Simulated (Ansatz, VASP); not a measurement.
# Mg: VASP beside Ansatz

Contents of INCAR:

```
PREC     = Accurate       # precision mode
ENCUT    = 520            # plane-wave cutoff, eV
EDIFF    = 1E-6           # SCF threshold, eV
ISMEAR   = -1             # smearing method
SIGMA    = 0.1            # smearing width, eV
LREAL    = F              # projectors in reciprocal space
LASPH    = T              # aspherical terms in the spheres
NELM     = 60             # most SCF steps
ALGO     = Normal         # electronic algorithm
ISIF     = 2              # what is computed and relaxed
LWAVE    = F              # write WAVECAR
LCHARG   = T              # write CHGCAR
GGA      = CA             # functional
LELF     = T              # ELF
LVHAR    = T            
NBANDS   = 7              # bands
```

KPOINTS

```
regular mesh
0
Gamma
  14 14 14
```

Contents of POSCAR:

```
Mg
1.0
   -1.7771051713      1.7771051713      1.7771051713
    1.7771051713     -1.7771051713      1.7771051713
    1.7771051713      1.7771051713     -1.7771051713
Mg
1
Direct
    0.0000000000      0.0000000000      0.0000000000
```

Input for Ansatz:

```yaml
crystal:
  lattice:
    - [-1.7771051713, 1.7771051713, 1.7771051713]
    - [1.7771051713, -1.7771051713, 1.7771051713]
    - [1.7771051713, 1.7771051713, -1.7771051713]
  atoms:
    - { symbol: Mg, position: [0.0, 0.0, 0.0] }
hamiltonian:
  xc: lda
  pseudopotentials:
    kind: paw
    azcp:
      Mg: "pseudopotentials/Mg.paw.azcp"
basis:
  ecutwfc: 420
  fft_grid_basis: typed
kpoints:
  mp_grid: { grid: [14, 14, 14], shift: [0, 0, 0] }
magnetization:
  spin_polarized: false
scf:
  occupations: { method: fermi_dirac, width: 0.1 }
  lower_state_search: "off"
output:
  stress: true
```

Alike in both runs: task single point; functional LDA; k mesh 14 × 14 × 14; occupations fermi-dirac, width 0.1 eV; no spin polarisation.

|  | VASP | Ansatz |
| --- | --- | --- |
| version | VASP 6.6.1 | Ansatz 0.2.0 |
| potentials or method | VASP PAW LDA potentials, release 64 (Mg), cutoff 520 eV | plane waves (420 eV) with PAW, scalar-relativistic |
| valence electrons in the cell | 2 | 10 |

```csv
,VASP,Ansatz,Ansatz less VASP
pressure (GPa),-1.7,-1.4,+0.32
```

Ansatz warns that its potentials were made for another functional, while VASP's fit it. LDA's correlation is that of Perdew and Zunger in VASP and of Perdew and Wang (1992) in Ansatz. VASP's potentials hold 2 valence electrons a cell and Ansatz's 10, so a difference there can come from the potentials and not from the codes.
